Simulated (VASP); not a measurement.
# VO2 (P4_2/mnm) in VASP: relaxation of shape and atoms at fixed volume with r2SCAN

Aim: the relaxation of shape and atoms at fixed volume of VO2 with r2SCAN.

Everything below comes from runs of VASP 6.6.1. Logs are shortened: lines on timing, memory, paths and dates and some standing lists are left out, and cuts for length are marked.

### Step 1. The cell of the first run

The structure is tetragonal, space group P4_2/mnm (No. 136). The conventional cell has a = 4.477 Å, b = 4.477 Å, c = 2.795 Å, α = 90.00°, β = 90.00°, γ = 90.00°. V (site symmetry mmm) has 6 O at 1.89 to 1.90 Å within 2.5 Å. O (site symmetry m2m) has 3 V at 1.89 to 1.90 Å and 11 O at 2.54 to 2.79 Å within 2.8 Å.

### Step 2. Relaxation of shape and atoms at fixed volume, r2SCAN, collinear spin, ferromagnetic start (9.34 Å³/atom)

File POSCAR:

```
VO2
1.0
    4.4772452435      0.0000000000      0.0000000000
    0.0000000000      4.4772452435      0.0000000000
    0.0000000000      0.0000000000      2.7946893361
V O
2 4
Direct
    0.0000000000      0.0000000000      0.0000000000
    0.5000000000      0.5000000000      0.5000000000
    0.2993854413      0.2993854413      0.0000000000
    0.2006145587      0.7993854413      0.5000000000
    0.7006145587      0.7006145587      0.0000000000
    0.7993854413      0.2006145587      0.5000000000
```

File INCAR.step1:

```
  PREC = Accurate
  ENCUT = 660
  ISMEAR = 0
  SIGMA = 0.05
  LREAL = False
  LASPH = True
  NELM = 200
  ISPIN = 2
  MAGMOM = 0.96 0.96 0 0 0 0
  LMAXMIX = 4
  GGA = PE
  ALGO = Normal
  EDIFF = 1E-5
  LWAVE = True
  LCHARG = False
  GGA_COMPAT = False
  IBRION = 2
  ISIF = 3
  EDIFFG = -0.005
  NELMIN = 4
  NSW = 100
  KPAR = 4
```

File INCAR.step2:

```
  PREC = Accurate
  ENCUT = 660
  EDIFF = 1E-7
  ISMEAR = 0
  SIGMA = 0.05
  LREAL = False
  LASPH = True
  NELM = 200
  ALGO = Normal
  ISIF = 4
  LWAVE = False
  LCHARG = False
  ISPIN = 2
  MAGMOM = 0.96 0.96 0 0 0 0
  LORBIT = 11
  LMAXMIX = 4
  METAGGA = R2SCAN
  LMIXTAU = True
  IBRION = 2
  NSW = 60
  EDIFFG = -0.01
  ISTART = 1
  GGA_COMPAT = False
  NELMIN = 4
  KPAR = 4
```

File KPOINTS:

```
regular mesh
0
Gamma
  6 6 10
```

Potentials or basis: VASP PAW PBE potentials, release 64 (V_sv, O).

Started as:

```sh
> cat potpaw_PBE.64/V_sv/POTCAR potpaw_PBE.64/O/POTCAR > POTCAR
> cp INCAR.step1 INCAR
> mpirun -np 4 vasp_std > vasp.out
> cp INCAR.step2 INCAR
> mpirun -np 4 vasp_std > vasp.out
```

OUTCAR:

```text
PREC = Accurate
   ENCUT = 660
   EDIFF = 1E-7
   ISMEAR = 0
   LREAL = False
   LASPH = True
   NELM = 200
   ISIF = 4
   ISPIN = 2
   LORBIT = 11
   METAGGA = R2SCAN
   IBRION = 2
   NSW = 60
   EDIFFG = -0.01
   ISTART = 1
   NELMIN = 4

 ion  position               nearest neighbor table
   1  0.000  0.000  0.000-   4 1.89   6 1.89   4 1.89   6 1.89   5 1.90   3 1.90
   2  0.500  0.500  0.500-   3 1.89   5 1.89   3 1.89   5 1.89   4 1.90   6 1.90
   3  0.299  0.299  0.000-   2 1.89   2 1.89   1 1.90
   4  0.201  0.799  0.500-   1 1.89   1 1.89   2 1.90
   5  0.701  0.701  0.000-   2 1.89   2 1.89   1 1.90
   6  0.799  0.201  0.500-   1 1.89   1 1.89   2 1.90

  LATTYP: Found a simple tetragonal cell.
 ALAT       =     4.4772452435
 C/A-ratio  =     0.6241984042

  Lattice vectors:

 A1 = (   4.4772452435,   0.0000000000,   0.0000000000)
 A2 = (   0.0000000000,   4.4772452435,   0.0000000000)
 A3 = (   0.0000000000,   0.0000000000,   2.7946893361)

Analysis of symmetry for initial positions (statically):
=====================================================================
 Subroutine PRICEL returns:
 Original cell was already a primitive cell.

 Routine SETGRP: Setting up the symmetry group for a
 simple tetragonal supercell.

 Subroutine GETGRP returns: Found 16 space group operations
 (whereof  8 operations were pure point group operations)
 out of a pool of 16 trial point group operations.

The static configuration has the point symmetry D_2h.
 The point group associated with its full space group is D_4h.

Analysis of symmetry for dynamics (positions and initial velocities):
=====================================================================
 Subroutine PRICEL returns:
 Original cell was already a primitive cell.

 Routine SETGRP: Setting up the symmetry group for a
 simple tetragonal supercell.

 Subroutine GETGRP returns: Found 16 space group operations
 (whereof  8 operations were pure point group operations)
 out of a pool of 16 trial point group operations.

The dynamic configuration has the point symmetry D_2h.
 The point group associated with its full space group is D_4h.

Analysis of structural, dynamic, and magnetic symmetry:
=====================================================================
 Subroutine PRICEL returns:
 Original cell was already a primitive cell.

 Routine SETGRP: Setting up the symmetry group for a
 simple tetragonal supercell.

 Subroutine GETGRP returns: Found 16 space group operations
 (whereof  8 operations were pure point group operations)
 out of a pool of 16 trial point group operations.

The overall configuration has the point symmetry D_2h.
 The point group associated with its full space group is D_4h.

 Subroutine INISYM returns: Found 16 space group operations
 (whereof  8 operations are pure point group operations),
 and found     1 'primitive' translations

----------------------------------------------------------------------------------------

                                     Primitive cell

  volume of cell :      56.0216

  direct lattice vectors                    reciprocal lattice vectors
     4.477245243  0.000000000  0.000000000     0.223351625  0.000000000  0.000000000
     0.000000000  4.477245243  0.000000000     0.000000000  0.223351625  0.000000000
     0.000000000  0.000000000  2.794689336     0.000000000  0.000000000  0.357821525

  length of vectors
     4.477245243  4.477245243  2.794689336     0.223351625  0.223351625  0.357821525

  position of ions in fractional coordinates (direct lattice)
     0.000000000  0.000000000  0.000000000
     0.500000000  0.500000000  0.500000000
     0.299385441  0.299385441  0.000000000
     0.200614559  0.799385441  0.500000000
     0.700614559  0.700614559  0.000000000
     0.799385441  0.200614559  0.500000000

  ion indices of the primitive-cell ions
   primitive index   ion index
                 1           1
                 2           2
                 3           3
                 4           4
                 5           5
                 6           6

----------------------------------------------------------------------------------------

 KPOINTS: regular mesh

Automatic generation of k-mesh.
 Grid dimensions read from file:
 generate k-points for:    6    6   10

 Generating k-lattice:

  Cartesian coordinates                     Fractional coordinates (reciprocal lattice)
     0.037225271  0.000000000  0.000000000     0.166666667  0.000000000  0.000000000
     0.000000000  0.037225271  0.000000000     0.000000000  0.166666667  0.000000000
     0.000000000  0.000000000  0.035782152     0.000000000  0.000000000  0.100000000

  Length of vectors
     0.037225271  0.037225271  0.035782152

  Shift w.r.t. Gamma in fractional coordinates (k-lattice)
     0.000000000  0.000000000  0.000000000

 Subroutine IBZKPT returns following result:
 ===========================================

 Found     60 irreducible k-points:

 Following reciprocal coordinates:
            Coordinates               Weight
  0.000000  0.000000  0.000000      1.000000
  0.166667  0.000000  0.000000      4.000000
  0.333333  0.000000  0.000000      4.000000
  0.500000  0.000000  0.000000      2.000000
  0.166667  0.166667  0.000000      4.000000
  0.333333  0.166667  0.000000      8.000000
[... 16 lines left out ...]
  0.333333  0.000000  0.200000      8.000000
  0.500000  0.000000  0.200000      4.000000
 [... further k-points ...]
   k-points           NKPTS =     60   k-points in BZ     NKDIM =     60   number of bands    NBANDS=     31
   number of dos      NEDOS =    301   number of ions     NIONS =      6
   total plane-waves  NPLWV =  38400
   dimension x,y,z NGX =    40 NGY =   40 NGZ =   24
   dimension x,y,z NGXF=    80 NGYF=   80 NGZF=   48
   ions per type =               2   4
   NGX,Y,Z   is equivalent  to a cutoff of  14.85, 14.85, 14.28 a.u.
   NGXF,Y,Z  is equivalent  to a cutoff of  29.71, 29.71, 28.55 a.u.
 SYSTEM =  unknown system
   PREC   = accura    normal or accurate (medium, high low for compatibility)
   ISTART =      1    job   : 0-new  1-cont  2-samecut
   ICHARG =      0    charge: 1-file 2-atom 10-const
   ISPIN  =      2    spin polarized calculation?
   LNONCOLLINEAR =      F non collinear calculations
   LSORBIT =      F    spin-orbit coupling
   LASPH  =      T    aspherical Exc in radial PAW
   ENCUT  =  660.0 eV  48.51 Ry    6.96 a.u.   9.38  9.38  5.85*2*pi/ulx,y,z
   NELM   =    200;   NELMIN=  4; NELMDL=  0     # of ELM steps
   EDIFF  = 0.1E-06   stopping-criterion for ELM
   LREAL  =      F    real-space projection
   EDIFFG = -.1E-01   stopping-criterion for IOM
   NSW    =     60    number of steps for IOM
   IBRION =      2    ionic relax: 0-MD 1-quasi-New 2-CG
   NFREE  =      1    steps in history (QN), initial steepest desc. (CG)
   ISIF   =      4    stress and relaxation
   ISYM   =      2    0-nonsym 1-usesym 2-fastsym
   POTIM  = 0.5000    time-step for ionic-motion
   TEBEG  =    0.0;   TEEND  =   0.0 temperature during run
   PSTRESS=    0.0 pullay stress
   NELECT =      50.0000    total number of electrons
   NUPDOWN=      -1.0000    fix difference up-down
   EMIN   =  10.00;   EMAX   =-10.00  energy-range for DOS
   EFERMI =   0.00;   METHOD = LEGACY
   ISMEAR =     0;   SIGMA  =   0.05  broadening in eV -4-tet -1-fermi 0-gaus
   EFERMI_NEDOS =   21; number of points for ismear=-14 and -15
   IALGO  =     38    algorithm
   IMIX   =      4    mixing-type and parameters
     AMIX     =   0.40;   BMIX     =  1.00
     AMIX_MAG =   1.60;   BMIX_MAG =  1.00
  volume/ion in A,a.u.               =       9.34        63.01
  Fermi-wavevector in a.u.,A,eV,Ry     =   1.576206  2.978598 33.802673  2.484426
  Thomas-Fermi vector in A             =   2.677074
   LORBIT       =     11    0 simple, 1 ext, 2 COOP (PROOUT), +10 PAW based schemes
   METAGGA = R2SCAN    functional components
   LHFCALC =     F    Hartree Fock is set to
   AEXX    =    0.0000 exact exchange contribution
   IVDW    =     0    specifies the selected vdW correction
   LEPSILON=     F    determine dielectric tensor
   LRPA    =     F    only Hartree local field effects (RPA)
 conjugate gradient relaxation of ions
 spin polarized calculation
 Gauss-broadening in eV      SIGMA  =   0.05
  energy-cutoff  :      660.00
  volume of cell :       56.02
 maximum number of plane-waves:      2184
 NGX is ok and might be reduce to    40
   NGX = 19   NGY = 19   NGZ = 11

--------------------------------------- Ionic step        1  -------------------------------------------

 number of electron      49.9999991 magnetization       1.9999999

 Free energy of the ion-electron system (eV)
  ---------------------------------------------------
  ext. energy  EPLUGINS =         0.00000000
  ---------------------------------------------------
  free energy    TOTEN  =       -67.90788276 eV

  energy without entropy =      -67.90553609  energy(sigma->0) =      -67.90670943

------------------------ aborting loop because EDIFF is reached ----------------------------------------

  FORCE on cell =-STRESS in cart. coord.  units (eV):
  Direction    XX          YY          ZZ          XY          YZ          ZX
  --------------------------------------------------------------------------------------
  -------------------------------------------------------------------------------------
  Total        4.1529254      4.1529254      4.6642872      0.0000000      0.0000000      0.0000000
  in kB      118.7707254    118.7707254    133.3953111      0.0000000      0.0000000      0.0000000
  external PRESSURE =     123.6455873 kB  Pullay stress =       0.0000000 kB
[... 65 lines left out ...]
  energy  without entropy=      -67.9078742266  energy(sigma->0) =      -67.90898241

--------------------------------------- Ionic step        3  -------------------------------------------

 number of electron      49.9999994 magnetization       1.9999999

 Free energy of the ion-electron system (eV)
  ---------------------------------------------------
  ext. energy  EPLUGINS =         0.00000000
  ---------------------------------------------------
  free energy    TOTEN  =       -67.91027389 eV

  energy without entropy =      -67.90804225  energy(sigma->0) =      -67.90915807

 E-fermi :   6.7520     XC(G=0): -12.8902

 val. band max:        6.7206982355   @ k =   0.3333   0.3333   0.2000
 cond. band min:       6.7751450949   @ k =   0.3333   0.0000   0.2000
 fundamental gap:      0.0544468593
 Fermi energy:         6.7520161043

 spin component 1

 k-point     1 :       0.0000    0.0000    0.0000
  band No.  band energies     occupation
      1     -62.0367      1.00000
      2     -62.0237      1.00000
      3     -34.7986      1.00000
      4     -34.7986      1.00000
      5     -34.6798      1.00000
      6     -34.6798      1.00000
[... 805 lines left out ...]
     30       7.8525      0.00000
     31      10.0274      0.00000

 [... further k-points ...]

 spin component 2

 k-point     1 :       0.0000    0.0000    0.0000
  band No.  band energies     occupation
      1     -60.5605      1.00000
      2     -60.5464      1.00000
      3     -33.3549      1.00000
      4     -33.3549      1.00000
      5     -33.1954      1.00000
      6     -33.1954      1.00000
[... 840 lines left out ...]
  FREE ENERGIE OF THE ION-ELECTRON SYSTEM (eV)
  ---------------------------------------------------
  free  energy   TOTEN  =       -67.9102738868 eV

  energy  without entropy=      -67.9080422540  energy(sigma->0) =      -67.90915807

 reached required accuracy - stopping structural energy minimisation

 total charge

# of ion       s       p       d       tot
------------------------------------------
    1        2.295   6.373   2.927  11.595
    2        2.295   6.373   2.927  11.595
    3        1.577   3.539   0.000   5.117
    4        1.577   3.539   0.000   5.117
    5        1.577   3.539   0.000   5.117
    6        1.577   3.539   0.000   5.117
--------------------------------------------------
tot         10.897  26.904   5.854  43.656

 magnetization (x)

# of ion       s       p       d       tot
------------------------------------------
    1        0.015   0.014   1.068   1.097
    2        0.015   0.014   1.068   1.097
    3       -0.002  -0.071   0.000  -0.073
    4       -0.002  -0.071   0.000  -0.073
    5       -0.002  -0.071   0.000  -0.073
    6       -0.002  -0.071   0.000  -0.073
--------------------------------------------------
tot          0.022  -0.255   2.136   1.902
```

Run time: 16 min. Hardware: 4 MPI ranks of Intel Xeon Platinum 8375C at 2.90GHz (Ice Lake), shared host; peak memory 0.38 GiB.

Results:

```yaml
Free_energy: -67.9103 eV
Energy_gained_by_relaxing: 0.4 meV/atom
Ionic_steps: 3
Pressure_after_relaxing: 11.9 GPa
Largest_force_after_relaxing: 0.009 eV/Å
Band_gap_on_the_k_mesh: zero (filled and empty bands overlap)
Net_moment: 2.00 μB per cell
Site_moments: V +1.10; O -0.07 μB
Valence_electrons_inside_the_program's_atomic_spheres: V 11.60; O 5.12
```

Forces in eV/Å, atoms in the order of the input:
```
V    0.000  0.000  0.000
V    0.000  0.000  0.000
O   -0.006 -0.006  0.000
O    0.006 -0.006  0.000
O    0.006  0.006  0.000
O   -0.006  0.006  0.000
```

Step by step:
```csv
step,energy change (eV),largest force (eV/Å),pressure (GPa),volume (Å³)
1,0.0000,0.1558,12.36,56.02
2,-0.0022,0.0330,11.84,56.02
3,-0.0024,0.0091,11.94,56.02
```

Final structure:
```
V O
1.0
     4.47245    0.00000    0.00000
     0.00000    4.47245    0.00000
     0.00000    0.00000    2.80069
V O
2 4
Cartesian
  0.0000 0.0000 0.0000
  2.2362 2.2362 1.4003
  1.3348 1.3348 0.0000
  0.9014 3.5711 1.4003
  3.1376 3.1376 0.0000
  3.5711 0.9014 1.4003
```

Caveat: the PAW data sets were made with another functional, which shifts forces and pressure a little; semilocal functionals often make such compounds metallic where correlation or magnetic order opens a gap, which also shifts bond lengths. With open d or f shells a metallic result of r2SCAN can be an artefact of self-interaction; +U or a hybrid may open a gap.
